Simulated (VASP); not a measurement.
# FeSi (e600) (P2_13) in VASP: further runs

FeSi (e600) is run at these levels: PBE; tasks: relaxation of the atoms, single point.

All numbers are computed with VASP 6.6.1; they aren't measurements. Logs are shortened: lines on timing, memory, paths and dates and some standing lists are left out, and cuts for length are marked.

## 1. The cell of the first run

The structure is cubic, space group P2_13 (No. 198). Conventional cell: a = 4.357 Å, b = 4.357 Å, c = 4.357 Å, α = 90.00°, β = 90.00°, γ = 90.00°. Within 3.0 Å of Fe (site symmetry 3) lie 7 Si at 2.23 to 2.44 Å and 6 Fe at 2.67 Å. Within 3.0 Å of Si (site symmetry 3) lie 7 Fe at 2.23 to 2.44 Å and 6 Si at 2.70 Å.

## 2. Relaxation of the atoms, PBE (volume scaled by 0.94)

INCAR

```
PREC     = Accurate       # precision mode
ENCUT    = 520            # plane-wave cutoff, eV
EDIFF    = 1E-6           # SCF threshold, eV
ISMEAR   = 0              # smearing method
SIGMA    = 0.01           # smearing width, eV
LREAL    = F              # projectors in reciprocal space
LASPH    = T              # aspherical terms in the spheres
NELM     = 100            # most SCF steps
ALGO     = Normal         # electronic algorithm
ISIF     = 2              # what is computed and relaxed
LWAVE    = F              # write WAVECAR
LCHARG   = F              # write CHGCAR
GGA      = PE             # functional
IBRION   = 2              # ionic algorithm
NSW      = 50             # ionic steps
EDIFFG   = -0.01          # ionic threshold
```

KPOINTS

```
Automatic mesh
0
Gamma
  8 8 8
```

POSCAR

```
FeSi
1.0
    4.3571644733      0.0000000000      0.0000000000
    0.0000000000      4.3571644733      0.0000000000
    0.0000000000      0.0000000000      4.3571644733
Fe Si
4 4
Direct
    0.1373258671      0.1373258671      0.1373258671
    0.3626741329      0.8626741329      0.6373258671
    0.6373258671      0.3626741329      0.8626741329
    0.8626741329      0.6373258671      0.3626741329
    0.8413189308      0.8413189308      0.8413189308
    0.6586810692      0.1586810692      0.3413189308
    0.3413189308      0.6586810692      0.1586810692
    0.1586810692      0.3413189308      0.6586810692
```

Potentials or basis: VASP PAW PBE potentials, release 64 (Fe, Si).

Run with:

```bash
cat potpaw_PBE.64/Fe/POTCAR potpaw_PBE.64/Si/POTCAR > POTCAR
mpirun -np 1 vasp_std > vasp.out
```

OUTCAR:

```text
PREC = Accurate
   ENCUT = 520
   EDIFF = 1E-6
   ISMEAR = 0
   LREAL = F
   LASPH = T
   NELM = 100
   ISIF = 2
   GGA = PE
   IBRION = 2
   NSW = 50
   EDIFFG = -0.01

 ion  position               nearest neighbor table
   1  0.137  0.137  0.137-   5 2.23   6 2.27   7 2.27   8 2.27   7 2.44   8 2.44   6 2.44   3 2.67
                             4 2.67   2 2.67   2 2.67   4 2.67   3 2.67
   2  0.363  0.863  0.637-   6 2.23   5 2.27   7 2.27   8 2.27   7 2.44   8 2.44   5 2.44   1 2.67
                             1 2.67   3 2.67   3 2.67   4 2.67   4 2.67
   3  0.637  0.363  0.863-   7 2.23   6 2.27   5 2.27   8 2.27   8 2.44   6 2.44   5 2.44   1 2.67
                             4 2.67   2 2.67   2 2.67   4 2.67   1 2.67
   4  0.863  0.637  0.363-   8 2.23   6 2.27   7 2.27   5 2.27   6 2.44   5 2.44   7 2.44   1 2.67
                             3 2.67   2 2.67   1 2.67   2 2.67   3 2.67
   5  0.841  0.841  0.841-   1 2.23   2 2.27   3 2.27   4 2.27   3 2.44   4 2.44   2 2.44   6 2.70
                             7 2.70   8 2.70   6 2.70   8 2.70   7 2.70
   6  0.659  0.159  0.341-   2 2.23   1 2.27   3 2.27   4 2.27   3 2.44   4 2.44   1 2.44   8 2.70
                             5 2.70   5 2.70   7 2.70   7 2.70   8 2.70
   7  0.341  0.659  0.159-   3 2.23   2 2.27   1 2.27   4 2.27   4 2.44   2 2.44   1 2.44   8 2.70
                             5 2.70   8 2.70   6 2.70   6 2.70   5 2.70
   8  0.159  0.341  0.659-   4 2.23   2 2.27   3 2.27   1 2.27   2 2.44   1 2.44   3 2.44   7 2.70
                             5 2.70   7 2.70   5 2.70   6 2.70   6 2.70

  LATTYP: Found a simple cubic cell.
 ALAT       =     4.3571644733

  Lattice vectors:

 A1 = (   4.3571644733,   0.0000000000,   0.0000000000)
 A2 = (   0.0000000000,   4.3571644733,   0.0000000000)
 A3 = (   0.0000000000,   0.0000000000,   4.3571644733)

Analysis of symmetry for initial positions (statically):
=====================================================================
 Subroutine PRICEL returns:
 Original cell was already a primitive cell.

 Routine SETGRP: Setting up the symmetry group for a
 simple cubic supercell.

 Subroutine GETGRP returns: Found 12 space group operations
 (whereof  3 operations were pure point group operations)
 out of a pool of 48 trial point group operations.

The static configuration has the point symmetry C_3 .
 The point group associated with its full space group is T   .

Analysis of symmetry for dynamics (positions and initial velocities):
=====================================================================
 Subroutine PRICEL returns:
 Original cell was already a primitive cell.

 Routine SETGRP: Setting up the symmetry group for a
 simple cubic supercell.

 Subroutine GETGRP returns: Found 12 space group operations
 (whereof  3 operations were pure point group operations)
 out of a pool of 48 trial point group operations.
[... 123 lines left out ...]
   TEBEG  =    0.0;   TEEND  =   0.0 temperature during run
   PSTRESS=    0.0 pullay stress
   NELECT =      48.0000    total number of electrons
   NUPDOWN=      -1.0000    fix difference up-down
   EMIN   =  10.00;   EMAX   =-10.00  energy-range for DOS
   EFERMI =   0.00;   METHOD = LEGACY
   ISMEAR =     0;   SIGMA  =   0.01  broadening in eV -4-tet -1-fermi 0-gaus
   EFERMI_NEDOS =   21; number of points for ismear=-14 and -15
   IALGO  =     38    algorithm
   IMIX   =      4    mixing-type and parameters
     AMIX     =   0.40;   BMIX     =  1.00
     AMIX_MAG =   1.60;   BMIX_MAG =  1.00
  volume/ion in A,a.u.               =      10.34        69.78
  Fermi-wavevector in a.u.,A,eV,Ry     =   1.365478  2.580379 25.368463  1.864529
  Thomas-Fermi vector in A             =   2.491703
   LORBIT       =      0    0 simple, 1 ext, 2 COOP (PROOUT), +10 PAW based schemes
   GGA     = PE    functional components
   LHFCALC =     F    Hartree Fock is set to
   AEXX    =    0.0000 exact exchange contribution
   IVDW    =     0    specifies the selected vdW correction
   LEPSILON=     F    determine dielectric tensor
   LRPA    =     F    only Hartree local field effects (RPA)
 conjugate gradient relaxation of ions
 non-spin polarized calculation
 Gauss-broadening in eV      SIGMA  =   0.01
  energy-cutoff  :      520.00
  volume of cell :       82.72
 maximum number of plane-waves:      2272
   NGX = 17   NGY = 17   NGZ = 17

--------------------------------------- Ionic step        1  -------------------------------------------

 number of electron      47.9999990 magnetization

 Free energy of the ion-electron system (eV)
  ---------------------------------------------------
  ext. energy  EPLUGINS =         0.00000000
  ---------------------------------------------------
  free energy    TOTEN  =       -58.53110542 eV

  energy without entropy =      -58.53110542  energy(sigma->0) =      -58.53110542

------------------------ aborting loop because EDIFF is reached ----------------------------------------

  FORCE on cell =-STRESS in cart. coord.  units (eV):
  Direction    XX          YY          ZZ          XY          YZ          ZX
  --------------------------------------------------------------------------------------
  -------------------------------------------------------------------------------------
  Total        8.3813883      8.3813883      8.3813883      0.0000000      0.0000000      0.0000000
  in kB      162.3359412    162.3359412    162.3359412      0.0000000      0.0000000      0.0000000
  external PRESSURE =     162.3359412 kB  Pullay stress =       0.0000000 kB
[... 71 lines left out ...]
--------------------------------------- Ionic step        3  -------------------------------------------

 number of electron      47.9999961 magnetization

 Free energy of the ion-electron system (eV)
  ---------------------------------------------------
  ext. energy  EPLUGINS =         0.00000000
  ---------------------------------------------------
  free energy    TOTEN  =       -58.53552150 eV

  energy without entropy =      -58.53552150  energy(sigma->0) =      -58.53552150

 E-fermi :  10.5947     XC(G=0): -13.1120

 val. band max:       10.5519481932   @ k =  -0.1250   0.3750   0.0000
 cond. band min:      10.7068271812   @ k =   0.3750   0.1250   0.1250
 fundamental gap:      0.1548789881
 Fermi energy:        10.5947033770

 k-point     1 :       0.0000    0.0000    0.0000
  band No.  band energies     occupation
      1      -3.1991      2.00000
      2       2.3651      2.00000
      3       2.3651      2.00000
      4       2.3651      2.00000
      5       5.2303      2.00000
      6       5.2303      2.00000
[... 757 lines left out ...]
     28      12.9141      0.00000
     29      13.2256      0.00000

 [... further k-points ...]
[... 5 lines left out ...]
  --------------------------------------------------------------------------------------
  -------------------------------------------------------------------------------------
  Total        8.1588816      8.1588816      8.1588816      0.0000000      0.0000000      0.0000000
  in kB      158.0262935    158.0262935    158.0262935      0.0000000      0.0000000      0.0000000
  external PRESSURE =     158.0262935 kB  Pullay stress =       0.0000000 kB
[... 23 lines left out ...]
  FREE ENERGIE OF THE ION-ELECTRON SYSTEM (eV)
  ---------------------------------------------------
  free  energy   TOTEN  =       -58.5355215031 eV

  energy  without entropy=      -58.5355215031  energy(sigma->0) =      -58.53552150

 reached required accuracy - stopping structural energy minimisation
```

CONTCAR:

```text
FeSi
   1.00000000000000
     4.3571644733000001    0.0000000000000000    0.0000000000000000
     0.0000000000000000    4.3571644733000001    0.0000000000000000
     0.0000000000000000    0.0000000000000000    4.3571644733000001
  Fe              Si
     4     4
Direct
     0.1388593024036153    0.1388593024036153    0.1388593024036153
     0.3611406975963847    0.8611406975963848    0.6388593024036152
     0.6388593024036152    0.3611406975963847    0.8611406975963848
     0.8611406975963848    0.6388593024036152    0.3611406975963847
     0.8418776683711369    0.8418776683711369    0.8418776683711369
     0.6581223316288631    0.1581223316288631    0.3418776683711369
     0.3418776683711369    0.6581223316288631    0.1581223316288631
     0.1581223316288631    0.3418776683711369    0.6581223316288631

  0.00000000E+00  0.00000000E+00  0.00000000E+00
  0.00000000E+00  0.00000000E+00  0.00000000E+00
  0.00000000E+00  0.00000000E+00  0.00000000E+00
  0.00000000E+00  0.00000000E+00  0.00000000E+00
  0.00000000E+00  0.00000000E+00  0.00000000E+00
  0.00000000E+00  0.00000000E+00  0.00000000E+00
  0.00000000E+00  0.00000000E+00  0.00000000E+00
  0.00000000E+00  0.00000000E+00  0.00000000E+00
```

Run time: 2.2 min. Hardware: 1 thread of Intel Xeon Platinum 8488C (Sapphire Rapids), shared host; peak memory 0.23 GiB.

What came out:

```
Free energy               : -58.5355 eV
Energy gained by relaxing : 0.6 meV/atom
Ionic steps               : 3
Pressure after relaxing   : 15.8 GPa
Band gap on the k mesh    : 0.15 eV, indirect (least direct gap 0.17 eV)
```

The path:
```tsv
step	energy change (eV)	largest force (eV/Å)	pressure (GPa)
1	0.0000	0.1683	16.23
2	-0.0040	0.0501	15.88
3	-0.0044	0.0008	15.80
```

Final structure:
```
Fe Si
1.0
     4.35716    0.00000    0.00000
     0.00000    4.35716    0.00000
     0.00000    0.00000    4.35716
Fe Si
4 4
Direct
  0.13886 0.13886 0.13886
  0.36114 0.86114 0.63886
  0.63886 0.36114 0.86114
  0.86114 0.63886 0.36114
  0.84188 0.84188 0.84188
  0.65812 0.15812 0.34188
  0.34188 0.65812 0.15812
  0.15812 0.34188 0.65812
```

Levels at points of the mesh, in eV from the valence-band top:
| k point | band 20 | band 21 | band 22 | band 23 | band 24 | band 25 | band 26 | band 27 | band 28 | band 29 |
| --- | --- | --- | --- | --- | --- | --- | --- | --- | --- | --- |
| (0.00, 0.00, 0.00) | -0.32 | -0.32 | -0.32 | -0.06 | -0.06 | 0.72 | 0.72 | 0.72 | 3.33 | 3.33 |
| (0.50, 0.00, 0.00) | -1.37 | -0.43 | -0.43 | 0.00 | 0.00 | 0.19 | 0.19 | 1.85 | 1.85 | 2.48 |
| (0.50, 0.50, 0.00) | -1.38 | -1.10 | -1.10 | -0.40 | -0.40 | 0.68 | 0.68 | 1.42 | 1.42 | 2.98 |
| (0.50, 0.50, 0.50) | -0.80 | -0.75 | -0.75 | -0.75 | -0.75 | 0.53 | 0.53 | 0.53 | 0.53 | 6.06 |

Caveat: the cell differs from its parent crystal (volume scaled by 0.94).

## 3. Single point, PBE

This run uses another cell than the first one, of 11.00 Å³/atom, 1.064 times its volume.

INCAR

```
  PREC = Accurate
  ENCUT = 520
  EDIFF = 1E-7
  ISMEAR = 0
  SIGMA = 0.1
  LREAL = F
  LASPH = T
  NELM = 100
  ALGO = Normal
  ISIF = 2
  LWAVE = F
  LCHARG = F
  GGA = PE
  NBANDS = 34
```

KPOINTS

```
regular mesh
0
Gamma
  4 4 4
```

POSCAR

```
FeSi
1.0
    4.4486189529      0.0000000000      0.0000000000
    0.0000000000      4.4486189529      0.0000000000
    0.0000000000      0.0000000000      4.4486189529
Fe Si
4 4
Direct
    0.1354784525      0.1354784525      0.1354784525
    0.3645215475      0.8645215475      0.6354784525
    0.6354784525      0.3645215475      0.8645215475
    0.8645215475      0.6354784525      0.3645215475
    0.8409290186      0.8409290186      0.8409290186
    0.6590709814      0.1590709814      0.3409290186
    0.3409290186      0.6590709814      0.1590709814
    0.1590709814      0.3409290186      0.6590709814
```

Potentials or basis: VASP PAW PBE potentials, release 64 (Fe, Si).

Run with:

```bash
cat potpaw_PBE.64/Fe/POTCAR potpaw_PBE.64/Si/POTCAR > POTCAR
mpirun -np 1 vasp_std > vasp.out
```

It took 38 s on 1 thread of Intel Xeon 6975P-C, shared host; peak memory 0.2 GiB.

The run converged. Its results:

```
Free energy            : -58.7889 eV
Pressure               : 0.2 GPa
Largest force          : 0.093 eV/Å
Band gap on the k mesh : 0.17 eV, indirect (least direct gap 0.20 eV)
```

Forces in eV/Å, atoms in the order of the input:
```
Fe   0.054  0.054  0.054
Fe  -0.054 -0.054  0.054
Fe   0.054 -0.054 -0.054
Fe  -0.054  0.054 -0.054
Si  -0.010 -0.010 -0.010
Si   0.010  0.010 -0.010
Si  -0.010  0.010  0.010
Si   0.010 -0.010  0.010
```

Levels at points of the mesh, in eV from the valence-band top:
| k point | band 20 | band 21 | band 22 | band 23 | band 24 | band 25 | band 26 | band 27 | band 28 | band 29 |
| --- | --- | --- | --- | --- | --- | --- | --- | --- | --- | --- |
| (0.00, 0.00, 0.00) | -0.27 | -0.27 | -0.27 | -0.03 | -0.03 | 0.67 | 0.67 | 0.67 | 3.04 | 3.04 |
| (0.50, 0.00, 0.00) | -1.23 | -0.37 | -0.37 | 0.00 | 0.00 | 0.21 | 0.21 | 1.73 | 1.73 | 2.23 |
| (0.50, 0.50, 0.00) | -1.25 | -1.01 | -1.01 | -0.35 | -0.35 | 0.65 | 0.65 | 1.31 | 1.31 | 2.72 |
| (0.50, 0.50, 0.50) | -0.72 | -0.66 | -0.66 | -0.66 | -0.66 | 0.51 | 0.51 | 0.51 | 0.51 | 5.65 |

## 4. Single point, PBE

This run uses another cell than the first one, of 11.78 Å³/atom, 1.139 times its volume.

INCAR

```
SYSTEM = FeSi
PREC     = Accurate       ! precision mode
ENCUT    = 520            ! plane-wave cutoff, eV
EDIFF    = 1E-6           ! SCF threshold, eV
ISMEAR   = 0              ! smearing method
SIGMA    = 0.1            ! smearing width, eV
LREAL    = .FALSE.        ! projectors in reciprocal space
LASPH    = .TRUE.         ! aspherical terms in the spheres
NELM     = 100            ! most SCF steps
ALGO     = Normal         ! electronic algorithm
ISIF     = 2              ! what is computed and relaxed
LWAVE    = .FALSE.        ! write WAVECAR
LCHARG   = .FALSE.        ! write CHGCAR
GGA      = PE             ! functional
NBANDS   = 34             ! bands
```

KPOINTS

```
regular mesh
0
G
  4 4 4
  0 0 0
```

POSCAR

```
FeSi
1.0
    4.5507000000      0.0000000000      0.0000000000
    0.0000000000      4.5507000000      0.0000000000
    0.0000000000      0.0000000000      4.5507000000
Fe Si
4 4
Direct
    0.1365200000      0.1365200000      0.1365200000
    0.3634800000      0.8634800000      0.6365200000
    0.6365200000      0.3634800000      0.8634800000
    0.8634800000      0.6365200000      0.3634800000
    0.8424000000      0.8424000000      0.8424000000
    0.6576000000      0.1576000000      0.3424000000
    0.3424000000      0.6576000000      0.1576000000
    0.1576000000      0.3424000000      0.6576000000
```

Run with:

```bash
cat potpaw_PBE.64/Fe/POTCAR potpaw_PBE.64/Si/POTCAR > POTCAR
mpirun -np 1 vasp_std > vasp.out
```

Run time: 43 s. Hardware: 1 thread of Intel Xeon 6975P-C, shared host; peak memory 0.21 GiB.

It converged, with:

```
Free energy            : -58.5025 eV
Pressure               : -13.6 GPa
Largest force          : 0.261 eV/Å
Band gap on the k mesh : 0.14 eV, indirect (least direct gap 0.17 eV)
```

Forces in eV/Å, atoms in the order of the input:
```
Fe  -0.130 -0.130 -0.130
Fe   0.130  0.130 -0.130
Fe  -0.130  0.130  0.130
Fe   0.130 -0.130  0.130
Si  -0.151 -0.151 -0.151
Si   0.151  0.151 -0.151
Si  -0.151  0.151  0.151
Si   0.151 -0.151  0.151
```

Levels at points of the mesh, in eV from the valence-band top:
```tsv
k point	band 21	band 22	band 23	band 24	band 25	band 26	band 27	band 28
(0.00, 0.00, 0.00)	-0.25	-0.25	-0.02	-0.02	0.58	0.58	0.58	2.69
(0.50, 0.00, 0.00)	-0.33	-0.33	0.00	0.00	0.17	0.17	1.57	1.57
(0.50, 0.50, 0.00)	-0.91	-0.91	-0.31	-0.31	0.58	0.58	1.16	1.16
(0.50, 0.50, 0.50)	-0.60	-0.60	-0.60	-0.60	0.44	0.44	0.44	0.44
```

A k mesh can miss the band edges. Spin polarisation is off, so any magnetic state and its effect on volume and gap are missing.

## 5. The runs side by side

| task | cell | k mesh | smearing | gap on the mesh (eV) | pressure (GPa) | largest force (eV/Å) |
| --- | --- | --- | --- | --- | --- | --- |
| relaxation of the atoms | atoms relaxed from a = 4.357 Å, 8 atoms | 8 × 8 × 8 | gaussian 0.01 eV | 0.15 | 15.8 | - |
| single point | a = 4.449 Å, 8 atoms | 4 × 4 × 4 | gaussian 0.1 eV | 0.17 | 0.2 | 0.09 |
| single point | a = 4.551 Å, 8 atoms | 4 × 4 × 4 | gaussian 0.1 eV | 0.14 | -13.6 | 0.26 |

Alike in all rows: level PBE; potentials or basis VASP PAW PBE potentials, release 64 (Fe, Si); no spin polarisation; cutoff (eV) 520.

Total energies depend on the potentials used, so only differences within one code and one set of settings carry meaning.
